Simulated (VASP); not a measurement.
# SiO2 (P6_422) in VASP: further runs, part 2 of 2

VASP 6.6.1. Earlier steps stand in the parts before.

## 3. Relaxation of cell and atoms, LDA, target pressure 12 GPa, at which the enthalpy is minimised

This run uses another cell than the first one, of 12.48 Å³/atom.

Contents of INCAR:

```
SYSTEM = SiO2
  ALGO = Normal
  EDIFF = 1E-7
  EDIFFG = -0.008
  ENCUT = 600
  IBRION = 2
  ISIF = 3
  ISMEAR = 0
  LASPH = .TRUE.
  LCHARG = .FALSE.
  LREAL = .FALSE.
  LWAVE = .FALSE.
  NELM = 100
  NSW = 70
  PREC = Accurate
  PSTRESS = 120.0
  SIGMA = 0.02
```

Contents of KPOINTS:

```
k-points
0
G
  6 6 4
  0 0 0
```

Contents of POSCAR:

```
SiO2
1.0
    4.8992175548      0.0000000000      0.0000000000
   -2.4496087774      4.2428468611      0.0000000000
    0.0000000000      0.0000000000      5.4043073864
Si O
3 6
Direct
    0.0000000000      0.5000000000      0.3333333333
    0.5000000000      0.5000000000      0.6666666667
    0.5000000000      0.0000000000      0.0000000000
    0.5895783116      0.7947891558      0.8333333333
    0.7947891558      0.5895783116      0.5000000000
    0.7947891558      0.2052108442      0.1666666667
    0.4104216884      0.2052108442      0.8333333333
    0.2052108442      0.4104216884      0.5000000000
    0.2052108442      0.7947891558      0.1666666667
```

Potentials or basis: VASP PAW LDA potentials, release 64 (Si, O).

The run is started by

```
cat potpaw_LDA.64/Si/POTCAR potpaw_LDA.64/O/POTCAR > POTCAR
mpirun -np 1 vasp_std > vasp.out
```

OUTCAR:

```text
SYSTEM = SiO2
   EDIFF = 1E-7
   EDIFFG = -0.008
   ENCUT = 600
   IBRION = 2
   ISIF = 3
   ISMEAR = 0
   LASPH = .TRUE.
   LREAL = .FALSE.
   NELM = 100
   NSW = 70
   PREC = Accurate
   PSTRESS = 120.0

 ion  position               nearest neighbor table
   1  0.000  0.500  0.333-   6 1.57   9 1.57   8 1.57   5 1.57   3 3.04   3 3.04   2 3.04   2 3.04

   2  0.500  0.500  0.667-   4 1.57   7 1.57   5 1.57   8 1.57   3 3.04   3 3.04   1 3.04   1 3.04

   3  0.500  0.000  0.000-   6 1.57   9 1.57   7 1.57   4 1.57   1 3.04   2 3.04   2 3.04   1 3.04

   4  0.590  0.795  0.833-   2 1.57   3 1.57
   5  0.795  0.590  0.500-   2 1.57   1 1.57
   6  0.795  0.205  0.167-   1 1.57   3 1.57
   7  0.410  0.205  0.833-   2 1.57   3 1.57
   8  0.205  0.410  0.500-   2 1.57   1 1.57
   9  0.205  0.795  0.167-   1 1.57   3 1.57

  LATTYP: Found a hexagonal cell.
 ALAT       =     4.8992175548
 C/A-ratio  =     1.1030960201

  Lattice vectors:

 A1 = (   4.8992175548,   0.0000000000,   0.0000000000)
 A2 = (  -2.4496087774,   4.2428468611,   0.0000000000)
 A3 = (   0.0000000000,   0.0000000000,   5.4043073864)

Analysis of symmetry for initial positions (statically):
=====================================================================
 Subroutine PRICEL returns:
 Original cell was already a primitive cell.
[... 182 lines left out ...]
  free energy    TOTEN  =       -77.40866867 eV

  energy without entropy =      -77.40866867  energy(sigma->0) =      -77.40866867

------------------------ aborting loop because EDIFF is reached ----------------------------------------

  FORCE on cell =-STRESS in cart. coord.  units (eV):
  Direction    XX          YY          ZZ          XY          YZ          ZX
  --------------------------------------------------------------------------------------
  -------------------------------------------------------------------------------------
  Total       10.9866827     10.9866827     11.1679480      0.0000000      0.0000000      0.0000000
  in kB      156.6942420    156.6942420    159.2794842      0.0000000      0.0000000      0.0000000
  external PRESSURE =      37.5559894 kB  Pullay stress =     120.0000000 kB
[... 118 lines left out ...]
  energy  without entropy=      -77.5847023721  energy(sigma->0) =      -77.58470237

  enthalpy is  TOTEN    =       -69.0293306260 eV   P V=        8.5553717461

[... ionic steps 4 to 14 ...]

--------------------------------------- Ionic step       15  -------------------------------------------

 number of electron      47.9999965 magnetization

------------------------ aborting loop because EDIFF is reached ----------------------------------------
[... 85 lines left out ...]
--------------------------------------- Ionic step       17  -------------------------------------------

 number of electron      47.9999965 magnetization

 Free energy of the ion-electron system (eV)
  ---------------------------------------------------
  ext. energy  EPLUGINS =         0.00000000
  ---------------------------------------------------
  free energy    TOTEN  =       -77.46963446 eV

  energy without entropy =      -77.46963446  energy(sigma->0) =      -77.46963446

 E-fermi :   1.1477     XC(G=0):  -9.7472

 val. band max:        0.9867163675   @ k =   0.0000   0.0000   0.5000
 cond. band min:       6.6214185538   @ k =   0.0000   0.0000   0.0000
 fundamental gap:      5.6347021863
 Fermi energy:         1.1476533472

 k-point     1 :       0.0000    0.0000    0.0000
  band No.  band energies     occupation
      1     -18.5689      2.00000
      2     -16.9487      2.00000
      3     -16.9487      2.00000
      4     -16.2274      2.00000
      5     -16.2274      2.00000
      6     -16.0801      2.00000
[... 701 lines left out ...]
  energy  without entropy=      -77.4696344588  energy(sigma->0) =      -77.46963446

  enthalpy is  TOTEN    =       -69.0590276311 eV   P V=        8.4106068277

 reached required accuracy - stopping structural energy minimisation
```

CONTCAR:

```text
SiO2
   1.00000000000000
     4.8608199001496697    0.0000000000000000    0.0000000000000000
    -2.4304099500748348    4.2095935166943272   -0.0000000000000000
     0.0000000000000000   -0.0000000000000000    5.4879099396683682
  Si              O
     3     6
Direct
     0.0000000000000000    0.5000000000000000    0.3333333332999970
     0.5000000000000000    0.5000000000000000    0.6666666667000030
     0.5000000000000000    0.0000000000000000    1.0000000000000000
     0.6000941720923555    0.8000470860461748    0.8333333332999970
     0.8000470860461748    0.6000941720923567    0.5000000000000000
     0.8000470860461737    0.1999529139538252    0.1666666667000030
     0.3999058279076445    0.1999529139538252    0.8333333332999970
     0.1999529139538252    0.3999058279076432    0.5000000000000000
     0.1999529139538264    0.8000470860461748    0.1666666667000030

  0.00000000E+00  0.00000000E+00  0.00000000E+00
  0.00000000E+00  0.00000000E+00  0.00000000E+00
  0.00000000E+00  0.00000000E+00  0.00000000E+00
  0.00000000E+00  0.00000000E+00  0.00000000E+00
  0.00000000E+00  0.00000000E+00  0.00000000E+00
  0.00000000E+00  0.00000000E+00  0.00000000E+00
  0.00000000E+00  0.00000000E+00  0.00000000E+00
  0.00000000E+00  0.00000000E+00  0.00000000E+00
  0.00000000E+00  0.00000000E+00  0.00000000E+00
```

Wall time 18 min (1 thread of Intel Xeon 8259CL, shared host); peak memory 0.25 GiB.

What came out:

- Free energy: -77.4696 eV
- Relaxed volume: 12.48 Å³/atom
- Relaxed cell: a = 4.861 Å, b = 4.861 Å, c = 5.488 Å, α = 90.00°, β = 90.00°, γ = 120.00°
- Space group after relaxing (to 0.1 Å): P6_422 (No. 181)
- Energy change on relaxing (the run minimises the enthalpy): -6.8 meV/atom
- Ionic steps: 17
- Pressure after relaxing: 12.0 GPa
- Band gap on the k mesh: 5.63 eV (least direct gap 5.72 eV)

Forces on the atoms (eV/Å):
```
Si   0.000  0.000  0.000
Si   0.000  0.000  0.000
Si   0.000  0.000  0.000
O    0.003  0.001  0.000
O    0.000  0.003  0.000
O    0.003 -0.001  0.000
O   -0.003 -0.001  0.000
O    0.000 -0.003  0.000
O   -0.003  0.001  0.000
```

The path:
| step | energy change (eV) | largest force (eV/Å) | pressure (GPa) | volume (Å³) |
| --- | --- | --- | --- | --- |
| 1 | 0.0000 | 0.4707 | 15.76 | 112.34 |
| 2 | -0.3172 | 0.1819 | 4.47 | 117.16 |
| 3 | -0.1760 | 0.2040 | 11.00 | 114.23 |
| 4 | -0.1455 | 0.1271 | 11.33 | 113.63 |
| 5 | -0.0593 | 0.0424 | 12.01 | 112.34 |
| 6 | -0.0751 | 0.0146 | 11.91 | 112.55 |
| 7 | -0.0622 | 0.0113 | 12.29 | 112.35 |
| 8 | -0.0425 | 0.0474 | 12.83 | 112.07 |
| 9 | -0.0475 | 0.0421 | 12.67 | 112.13 |
| 10 | -0.0615 | 0.0271 | 12.19 | 112.30 |
| 11 | -0.0674 | 0.0200 | 11.98 | 112.38 |
| 12 | -0.0670 | 0.0206 | 12.00 | 112.38 |
| 13 | -0.0668 | 0.0182 | 11.99 | 112.37 |
| 14 | -0.0664 | 0.0112 | 11.96 | 112.37 |
| 15 | -0.0655 | 0.0029 | 11.89 | 112.35 |
| 16 | -0.0658 | 0.0011 | 11.91 | 112.36 |
| 17 | -0.0610 | 0.0029 | 12.01 | 112.29 |

Final structure:
```
Si O
1.0
     4.86082    0.00000    0.00000
    -2.43041    4.20959    0.00000
     0.00000    0.00000    5.48791
Si O
3 6
Direct
  0.00000 0.50000 0.33333
  0.50000 0.50000 0.66667
  0.50000 0.00000 0.00000
  0.60009 0.80005 0.83333
  0.80005 0.60009 0.50000
  0.80005 0.19995 0.16667
  0.39991 0.19995 0.83333
  0.19995 0.39991 0.50000
  0.19995 0.80005 0.16667
```

Levels at points of the mesh, in eV from the valence-band top:
| k point | band 22 | band 23 | band 24 | band 25 | band 26 | band 27 |
| --- | --- | --- | --- | --- | --- | --- |
| (0.00, 0.00, 0.00) | -0.59 | -0.59 | -0.09 | 5.63 | 8.89 | 8.89 |
| (0.50, 0.00, 0.00) | -1.05 | -0.45 | -0.03 | 7.68 | 8.69 | 9.63 |
| (0.00, 0.00, 0.50) | -0.39 | 0.00 | 0.00 | 7.49 | 7.49 | 8.11 |
| (0.50, 0.00, 0.50) | -0.83 | -0.73 | -0.41 | 8.81 | 8.94 | 9.46 |

Caveat: the cell is relaxed towards a set pressure, so the run minimises the enthalpy, not the energy. A k mesh can miss the band edges.
